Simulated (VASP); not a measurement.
# Hf (P6_3/mmc) in VASP: a series of runs

The runs below take Hf through single point, with PBEsol.

Everything below comes from runs of VASP 6.6.1. Logs are shortened: lines on timing, memory, paths and dates and some standing lists are left out, and cuts for length are marked.

### 1 The cell of the first run

The structure is hexagonal, space group P6_3/mmc (No. 194). The conventional cell has a = 3.002 Å, b = 3.002 Å, c = 4.397 Å, α = 90.00°, β = 90.00°, γ = 120.00°. Hf (site symmetry -6m2) has 12 Hf at 2.80 to 3.00 Å within 3.7 Å.

### 2 Single point, PBEsol

INCAR

```
SYSTEM = Hf
ALGO = Normal ; EDIFF = 1E-6
ENCUT = 520 ; GGA = PS
ISIF = 2 ; ISMEAR = 0
LASPH = .True. ; LCHARG = .False.
LREAL = .False. ; LWAVE = .False.
NBANDS = 17 ; NELM = 100
PREC = Accurate ; SIGMA = 0.15
```

KPOINTS

```
k-points
0
Gamma
  18 18 10
  0 0 0
```

POSCAR

```
Hf
1.0
    3.0023000000      0.0000000000      0.0000000000
   -1.5011500000      2.6000680698      0.0000000000
    0.0000000000      0.0000000000      4.3967000000
Hf
2
Direct
    0.3333333333      0.6666666667      0.2500000000
    0.6666666667      0.3333333333      0.7500000000
```

Potentials or basis: VASP PAW PBE potentials, release 64 (Hf_pv).

Run with:

```bash
> cat potpaw_PBE.64/Hf_pv/POTCAR > POTCAR
> mpirun -np 1 vasp_std > vasp.out
```

OUTCAR:

```text
SYSTEM = Hf
   EDIFF = 1E-6
   ENCUT = 520
   GGA = PS
   ISIF = 2
   ISMEAR = 0
   LASPH = .True.
   LREAL = .False.
   NELM = 100
   PREC = Accurate

 ion  position               nearest neighbor table
   1  0.333  0.667  0.250-   2 2.80   2 2.80   2 2.80   2 2.80   2 2.80   2 2.80
   2  0.667  0.333  0.750-   1 2.80   1 2.80   1 2.80   1 2.80   1 2.80   1 2.80

  LATTYP: Found a hexagonal cell.
 ALAT       =     3.0023000000
 C/A-ratio  =     1.4644439263

  Lattice vectors:

 A1 = (   3.0023000000,   0.0000000000,   0.0000000000)
 A2 = (  -1.5011500000,   2.6000680698,   0.0000000000)
 A3 = (   0.0000000000,   0.0000000000,   4.3967000000)

Analysis of symmetry for initial positions (statically):
=====================================================================
 Subroutine PRICEL returns:
 Original cell was already a primitive cell.

 Routine SETGRP: Setting up the symmetry group for a
 hexagonal supercell.

 Subroutine GETGRP returns: Found 24 space group operations
 (whereof 12 operations were pure point group operations)
 out of a pool of 24 trial point group operations.

The static configuration has the point symmetry D_3d.
 The point group associated with its full space group is D_6h.

Analysis of symmetry for dynamics (positions and initial velocities):
=====================================================================
 Subroutine PRICEL returns:
 Original cell was already a primitive cell.

 Routine SETGRP: Setting up the symmetry group for a
 hexagonal supercell.

 Subroutine GETGRP returns: Found 24 space group operations
 (whereof 12 operations were pure point group operations)
 out of a pool of 24 trial point group operations.

The dynamic configuration has the point symmetry D_3d.
 The point group associated with its full space group is D_6h.

 Subroutine INISYM returns: Found 24 space group operations
 (whereof 12 operations are pure point group operations),
 and found     1 'primitive' translations

----------------------------------------------------------------------------------------

                                     Primitive cell

  volume of cell :      34.3215

  direct lattice vectors                    reciprocal lattice vectors
     3.002300000  0.000000000  0.000000000     0.333077974  0.192302658  0.000000000
    -1.501150000  2.600068070  0.000000000     0.000000000  0.384605315  0.000000000
     0.000000000  0.000000000  4.396700000     0.000000000  0.000000000  0.227443310

  length of vectors
     3.002300000  3.002300000  4.396700000     0.384605315  0.384605315  0.227443310

  position of ions in fractional coordinates (direct lattice)
     0.333333333  0.666666667  0.250000000
     0.666666667  0.333333333  0.750000000

  ion indices of the primitive-cell ions
   primitive index   ion index
                 1           1
                 2           2

----------------------------------------------------------------------------------------

 KPOINTS: k-points

Automatic generation of k-mesh.
 Grid dimensions read from file:
 generate k-points for:   18   18   10

 Generating k-lattice:

  Cartesian coordinates                     Fractional coordinates (reciprocal lattice)
     0.018504332  0.010683481  0.000000000     0.055555556  0.000000000  0.000000000
     0.000000000  0.021366962  0.000000000     0.000000000  0.055555556  0.000000000
     0.000000000  0.000000000  0.022744331     0.000000000  0.000000000  0.100000000

  Length of vectors
     0.021366962  0.021366962  0.022744331

  Shift w.r.t. Gamma in fractional coordinates (k-lattice)
     0.000000000  0.000000000  0.000000000

 Subroutine IBZKPT returns following result:
 ===========================================

 Found    222 irreducible k-points:

 Following reciprocal coordinates:
            Coordinates               Weight
  0.000000  0.000000  0.000000      1.000000
  0.055556  0.000000  0.000000      6.000000
  0.111111  0.000000  0.000000      6.000000
  0.166667  0.000000  0.000000      6.000000
  0.222222  0.000000  0.000000      6.000000
  0.277778  0.000000  0.000000      6.000000
[... 16 lines left out ...]
  0.333333  0.111111  0.000000     12.000000
  0.388889  0.111111  0.000000     12.000000
 [... further k-points ...]
   k-points           NKPTS =    222   k-points in BZ     NKDIM =    222   number of bands    NBANDS=     17
   number of dos      NEDOS =    301   number of ions     NIONS =      2
   total plane-waves  NPLWV =  20736
   dimension x,y,z NGX =    24 NGY =   24 NGZ =   36
   dimension x,y,z NGXF=    48 NGYF=   48 NGZF=   72
   ions per type =               2
   NGX,Y,Z   is equivalent  to a cutoff of  13.29, 13.29, 13.61 a.u.
   NGXF,Y,Z  is equivalent  to a cutoff of  26.58, 26.58, 27.22 a.u.
 SYSTEM =  Hf
   PREC   = accura    normal or accurate (medium, high low for compatibility)
   ISTART =      0    job   : 0-new  1-cont  2-samecut
   ICHARG =      2    charge: 1-file 2-atom 10-const
   ISPIN  =      1    spin polarized calculation?
   LNONCOLLINEAR =      F non collinear calculations
   LSORBIT =      F    spin-orbit coupling
   LASPH  =      T    aspherical Exc in radial PAW
   ENCUT  =  520.0 eV  38.22 Ry    6.18 a.u.   5.58  5.58  8.17*2*pi/ulx,y,z
   NELM   =    100;   NELMIN=  2; NELMDL= -5     # of ELM steps
   EDIFF  = 0.1E-05   stopping-criterion for ELM
   LREAL  =      F    real-space projection
   EDIFFG = 0.1E-04   stopping-criterion for IOM
   NSW    =      0    number of steps for IOM
   IBRION =     -1    ionic relax: 0-MD 1-quasi-New 2-CG
   NFREE  =      0    steps in history (QN), initial steepest desc. (CG)
   ISIF   =      2    stress and relaxation
   ISYM   =      2    0-nonsym 1-usesym 2-fastsym
   POTIM  = 0.5000    time-step for ionic-motion
   TEBEG  =    0.0;   TEEND  =   0.0 temperature during run
   PSTRESS=    0.0 pullay stress
   NELECT =      20.0000    total number of electrons
   NUPDOWN=      -1.0000    fix difference up-down
   EMIN   =  10.00;   EMAX   =-10.00  energy-range for DOS
   EFERMI =   0.00;   METHOD = LEGACY
   ISMEAR =     0;   SIGMA  =   0.15  broadening in eV -4-tet -1-fermi 0-gaus
   EFERMI_NEDOS =   21; number of points for ismear=-14 and -15
   IALGO  =     38    algorithm
   IMIX   =      4    mixing-type and parameters
     AMIX     =   0.40;   BMIX     =  1.00
     AMIX_MAG =   1.60;   BMIX_MAG =  1.00
  volume/ion in A,a.u.               =      17.16       115.81
  Fermi-wavevector in a.u.,A,eV,Ry     =   1.367402  2.584016 25.440022  1.869789
  Thomas-Fermi vector in A             =   2.493458
   LORBIT       =      0    0 simple, 1 ext, 2 COOP (PROOUT), +10 PAW based schemes
   GGA     = PS    functional components
   LHFCALC =     F    Hartree Fock is set to
   AEXX    =    0.0000 exact exchange contribution
   IVDW    =     0    specifies the selected vdW correction
   LEPSILON=     F    determine dielectric tensor
   LRPA    =     F    only Hartree local field effects (RPA)
 non-spin polarized calculation
 Gauss-broadening in eV      SIGMA  =   0.15
  energy-cutoff  :      520.00
  volume of cell :       34.32
 maximum number of plane-waves:       958
 NGX is ok and might be reduce to    24
   NGX = 11   NGY = 11   NGZ = 17

 number of electron      19.9999999 magnetization

 Free energy of the ion-electron system (eV)
  ---------------------------------------------------
  ext. energy  EPLUGINS =         0.00000000
  ---------------------------------------------------
  free energy    TOTEN  =       -20.01320762 eV

  energy without entropy =      -19.99818839  energy(sigma->0) =      -20.00569801

 E-fermi :   6.8066     XC(G=0): -12.6629

 val. band max:        6.8051208979   @ k =   0.2778   0.2222   0.5000
 cond. band min:       6.8289614930   @ k =   0.4444   0.1111   0.0000
 fundamental gap:      0.0238405951
 Fermi energy:         6.8065838287

 k-point     1 :       0.0000    0.0000    0.0000
  band No.  band energies     occupation
      1     -24.5861      2.00000
      2     -22.9195      2.00000
      3     -22.9195      2.00000
      4     -22.5122      2.00000
      5     -22.5122      2.00000
      6     -22.3224      2.00000
[... 9 lines left out ...]
     16       9.6527      0.00000
     17      13.3809      0.00000

 k-point     2 :       0.0556    0.0000    0.0000
  band No.  band energies     occupation
      1     -24.5680      2.00000
      2     -22.9532      2.00000
      3     -22.9329      2.00000
      4     -22.5497      2.00000
      5     -22.5141      2.00000
      6     -22.3344      2.00000
[... 9 lines left out ...]
     16       9.4981      0.00000
     17      13.5175      0.00000

 k-point     3 :       0.1111    0.0000    0.0000
  band No.  band energies     occupation
      1     -24.5145      2.00000
      2     -23.0504      2.00000
      3     -22.9705      2.00000
      4     -22.6550      2.00000
      5     -22.5202      2.00000
      6     -22.3701      2.00000
[... 9 lines left out ...]
     16       9.9810      0.00000
     17      13.8693      0.00000

 k-point     4 :       0.1667    0.0000    0.0000
  band No.  band energies     occupation
      1     -24.4281      2.00000
      2     -23.1993      2.00000
      3     -23.0256      2.00000
      4     -22.8099      2.00000
      5     -22.5317      2.00000
      6     -22.4291      2.00000
[... 9 lines left out ...]
     16      10.5392      0.00000
     17      14.3242      0.00000

 k-point     5 :       0.2222    0.0000    0.0000
  band No.  band energies     occupation
      1     -24.3136      2.00000
      2     -23.3817      2.00000
      3     -23.0901      2.00000
      4     -22.9901      2.00000
      5     -22.5483      2.00000
      6     -22.5100      2.00000
[... 9 lines left out ...]
     16      11.1629      0.00000
     17      14.7870      0.00000

 k-point     6 :       0.2778    0.0000    0.0000
  band No.  band energies     occupation
      1     -24.1774      2.00000
      2     -23.5751      2.00000
      3     -23.1713      2.00000
      4     -23.1558      2.00000
      5     -22.6102      2.00000
      6     -22.5683      2.00000
[... 9 lines left out ...]
     16      11.8771      0.00000
     17      15.1962      0.00000

 k-point     7 :       0.3333    0.0000    0.0000
  band No.  band energies     occupation
      1     -24.0291      2.00000
      2     -23.7555      2.00000
      3     -23.3333      2.00000
      4     -23.2151      2.00000
      5     -22.7245      2.00000
      6     -22.5886      2.00000
[... 9 lines left out ...]
     16      12.7132      0.00000
     17      15.5199      0.00000

 k-point     8 :       0.3889    0.0000    0.0000
  band No.  band energies     occupation
      1     -23.9011      2.00000
      2     -23.8832      2.00000
      3     -23.4601      2.00000
      4     -23.2621      2.00000
      5     -22.8426      2.00000
      6     -22.6061      2.00000
[... 9 lines left out ...]
     16      13.7083      0.00000
     17      15.7474      0.00000
[... 203 lines left out ...]
      1     -24.3779      2.00000
      2     -23.2343      2.00000
      3     -23.1413      2.00000
      4     -22.8278      2.00000
      5     -22.5658      2.00000
      6     -22.4642      2.00000
[... 9 lines left out ...]
     16      10.8886      0.00000
     17      14.4356      0.00000

 k-point    20 :       0.1667    0.1111    0.0000
  band No.  band energies     occupation
      1     -24.2659      2.00000
      2     -23.3802      2.00000
      3     -23.2689      2.00000
      4     -22.9336      2.00000
      5     -22.6013      2.00000
      6     -22.5444      2.00000
[... 9 lines left out ...]
     16      11.5942      0.00000
     17      14.7820      0.00000

 k-point    21 :       0.2222    0.1111    0.0000
  band No.  band energies     occupation
      1     -24.1323      2.00000
      2     -23.5605      2.00000
      3     -23.3697      2.00000
      4     -23.0509      2.00000
      5     -22.6440      2.00000
      6     -22.6352      2.00000
[... 9 lines left out ...]
     16      12.4524      0.00000
     17      15.1133      0.00000

 k-point    22 :       0.2778    0.1111    0.0000
  band No.  band energies     occupation
      1     -23.9860      2.00000
      2     -23.7345      2.00000
      3     -23.4474      2.00000
      4     -23.1673      2.00000
      5     -22.7581      2.00000
      6     -22.6651      2.00000
[... 9 lines left out ...]
     16      13.4236      0.00000
     17      15.3895      0.00000

 k-point    23 :       0.3333    0.1111    0.0000
  band No.  band energies     occupation
      1     -23.8751      2.00000
      2     -23.8406      2.00000
      3     -23.5016      2.00000
      4     -23.2675      2.00000
      5     -22.8773      2.00000
      6     -22.6891      2.00000
[... 9 lines left out ...]
     16      14.4397      0.00000
     17      15.5899      0.00000

 k-point    24 :       0.3889    0.1111    0.0000
  band No.  band energies     occupation
      1     -23.9657      2.00000
      2     -23.7205      2.00000
      3     -23.5319      2.00000
      4     -23.3367      2.00000
      5     -22.9801      2.00000
      6     -22.7046      2.00000
[... 9 lines left out ...]
     16      15.3468      0.00000
     17      15.7095      0.00000

 [... further k-points ...]

------------------------ aborting loop because EDIFF is reached ----------------------------------------

  FORCE on cell =-STRESS in cart. coord.  units (eV):
  Direction    XX          YY          ZZ          XY          YZ          ZX
  --------------------------------------------------------------------------------------
  -------------------------------------------------------------------------------------
  Total        7.2613981      7.2613981     10.8686882     -0.0000000      0.0000000      0.0000000
  in kB      338.9730649    338.9730649    507.3668328     -0.0000000      0.0000000      0.0000000
  external PRESSURE =     395.1043209 kB  Pullay stress =       0.0000000 kB

 VOLUME and BASIS-vectors are now :
 -----------------------------------------------------------------------------
  energy-cutoff  :      520.00
  volume of cell :       34.32
      direct lattice vectors                 reciprocal lattice vectors
     3.002300000  0.000000000  0.000000000     0.333077974  0.192302658  0.000000000
    -1.501150000  2.600068070  0.000000000     0.000000000  0.384605315  0.000000000
     0.000000000  0.000000000  4.396700000     0.000000000  0.000000000  0.227443310

 POSITION                                       TOTAL-FORCE (eV/Angst)
 -----------------------------------------------------------------------------------
     -0.00000      1.73338      1.09918        -0.000000      0.000000      0.000000
      1.50115      0.86669      3.29753         0.000000     -0.000000      0.000000
 -----------------------------------------------------------------------------------
    total drift:                               -0.000000      0.000000     -0.000000

  FREE ENERGIE OF THE ION-ELECTRON SYSTEM (eV)
  ---------------------------------------------------
  free  energy   TOTEN  =       -20.0132076165 eV

  energy  without entropy=      -19.9981883947  energy(sigma->0) =      -20.00569801
```

It took 66 s on 1 thread of Intel Xeon Platinum 8488C (Sapphire Rapids), shared host; peak memory 0.24 GiB.

What came out:

* Free energy: -20.0132 eV
* Pressure: 39.5 GPa
* Band gap on the k mesh: zero (bands 10 and 11 overlap by 1.69 eV)

Caveat: the stress differs along the axes, from 34 to 51 GPa; the PAW data sets were made with another functional, which shifts forces and pressure a little; spin-orbit coupling is left out, which moves the levels of the heavy elements.

### 3 Single point, PBEsol

This run uses another cell than the first one, of 18.08 Å³/atom.

INCAR

```
SYSTEM = Hf
ALGO = Fast
EDIFF = 1E-7
ENCUT = 520
GGA = PS
ISIF = 2
ISMEAR = 0
LASPH = .TRUE.
LCHARG = .TRUE.
LELF = .TRUE.
LREAL = .FALSE.
LVHAR = .TRUE.
LWAVE = .FALSE.
NBANDS = 17
NELM = 80
PREC = Accurate
SIGMA = 0.15
```

KPOINTS

```
k-points
0
G
  18 18 10
  0 0 0
```

POSCAR

```
Hf
1.0
    3.0813000000      0.0000000000      0.0000000000
   -1.5406500000      2.6684840767      0.0000000000
    0.0000000000      0.0000000000      4.3967000000
Hf
2
Direct
    0.3333333333      0.6666666667      0.2500000000
    0.6666666667      0.3333333333      0.7500000000
```

Potentials or basis: VASP PAW PBE potentials, release 64 (Hf_pv).

Run with:

```bash
> cat potpaw_PBE.64/Hf_pv/POTCAR > POTCAR
> mpirun -np 1 vasp_std > vasp.out
```

It took 96 s on 1 thread of Intel Xeon Platinum 8488C (Sapphire Rapids), shared host; peak memory 0.23 GiB.

Results (log left out):

```yaml
Free_energy: -20.3319 eV
Pressure: 28.3 GPa
Band_gap_on_the_k_mesh: zero (bands 10 and 11 overlap by 1.60 eV)
```

Stress tensor (GPa, compression positive):
```
22.26  0.00  0.00
 0.00 22.26  0.00
 0.00  0.00 40.51
```

Levels at points of the mesh, in eV from the Fermi level:
| k point | band 6 | band 7 | band 8 | band 9 | band 10 | band 11 | band 12 | band 13 | band 14 | band 15 |
| --- | --- | --- | --- | --- | --- | --- | --- | --- | --- | --- |
| (0.00, 0.00, 0.00) | -29.29 | -8.05 | -4.44 | 0.79 | 0.79 | 2.05 | 2.05 | 2.25 | 2.25 | 2.71 |
| (0.50, 0.00, 0.00) | -29.56 | -3.81 | -3.79 | -2.69 | -0.67 | -0.13 | 2.08 | 2.81 | 6.37 | 7.45 |
| (0.00, 0.00, 0.50) | -29.69 | -5.33 | -5.33 | 0.37 | 0.37 | 0.37 | 0.37 | 0.70 | 0.70 | 6.10 |
| (0.50, 0.00, 0.50) | -29.69 | -4.11 | -4.11 | -1.06 | -1.06 | 2.07 | 2.07 | 2.59 | 2.59 | 7.01 |

Caveat: the stress differs along the axes, from 22 to 41 GPa; the PAW data sets were made with another functional, which shifts forces and pressure a little; spin-orbit coupling is left out, which moves the levels of the heavy elements.

### 4 Single point, PBEsol

This run uses another cell than the first one, of 21.61 Å³/atom.

INCAR

```
SYSTEM = Hf
ALGO = Normal ; EDIFF = 1E-6
ENCUT = 520 ; GGA = PS
ISIF = 2 ; ISMEAR = 0
LASPH = .True. ; LCHARG = .False.
LREAL = .False. ; LWAVE = .False.
NBANDS = 17 ; NELM = 80
PREC = Accurate ; SIGMA = 0.15
```

KPOINTS

```
k-points
0
Gamma
  18 18 10
  0 0 0
```

POSCAR

```
Hf
1.0
    3.1602689342      0.0000000000      0.0000000000
   -1.5801344671      2.7368731798      0.0000000000
    0.0000000000      0.0000000000      4.9962244915
Hf
2
Direct
    0.3333333333      0.6666666667      0.2500000000
    0.6666666667      0.3333333333      0.7500000000
```

Run with:

```bash
> cat potpaw_PBE.64/Hf_pv/POTCAR > POTCAR
> mpirun -np 1 vasp_std > vasp.out
```

It took 74 s on 1 thread of Intel Xeon Platinum 8488C (Sapphire Rapids), shared host; peak memory 0.26 GiB.

Results (log left out):

- Free energy: -21.0149 eV
- Pressure: -0.4 GPa
- Band gap on the k mesh: zero (bands 10 and 11 overlap by 1.57 eV)

Levels at points of the mesh, in eV from the Fermi level:
| k point | band 7 | band 8 | band 9 | band 10 | band 11 | band 12 | band 13 | band 14 |
| --- | --- | --- | --- | --- | --- | --- | --- | --- |
| (0.00, 0.00, 0.00) | -7.51 | -3.83 | 0.80 | 1.17 | 1.17 | 1.47 | 2.03 | 2.03 |
| (0.50, 0.00, 0.00) | -3.42 | -2.89 | -2.34 | -0.73 | 0.75 | 0.91 | 1.74 | 6.11 |
| (0.00, 0.00, 0.50) | -5.46 | -5.46 | 0.13 | 0.13 | 1.05 | 1.05 | 1.05 | 1.05 |
| (0.50, 0.00, 0.50) | -3.53 | -3.53 | -1.05 | -1.05 | 1.31 | 1.31 | 2.70 | 2.70 |

Caveat: the PAW data sets were made with another functional, which shifts forces and pressure a little; spin-orbit coupling is left out, which moves the levels of the heavy elements.

### 5 Summary

| cell | gap on the mesh (eV) | pressure (GPa) |
| --- | --- | --- |
| a = 3.002, b = 3.002, c = 4.397 Å, angles 90.0, 90.0, 120.0°, 2 atoms | none | 39.5 |
| a = 3.081, b = 3.081, c = 4.397 Å, angles 90.0, 90.0, 120.0°, 2 atoms | none | 28.3 |
| a = 3.160, b = 3.160, c = 4.996 Å, angles 90.0, 90.0, 120.0°, 2 atoms | none | -0.4 |

Alike in all rows: task single point; level PBEsol; potentials or basis VASP PAW PBE potentials, release 64 (Hf_pv); no spin polarisation; k mesh 18 × 18 × 10; cutoff (eV) 520; smearing gaussian 0.15 eV.

Caveats: the PAW data sets were made with another functional, which shifts forces and pressure a little; spin-orbit coupling is left out, which moves the levels of the heavy elements; the stress differs along the axes, from 34 to 51 GPa (at least some runs); the stress differs along the axes, from 22 to 41 GPa (at least some runs).

Total energies depend on the potentials used, so only differences within one code and one set of settings carry meaning.

The gap in the log of VASP goes by the Fermi energy; the results here count the filled bands.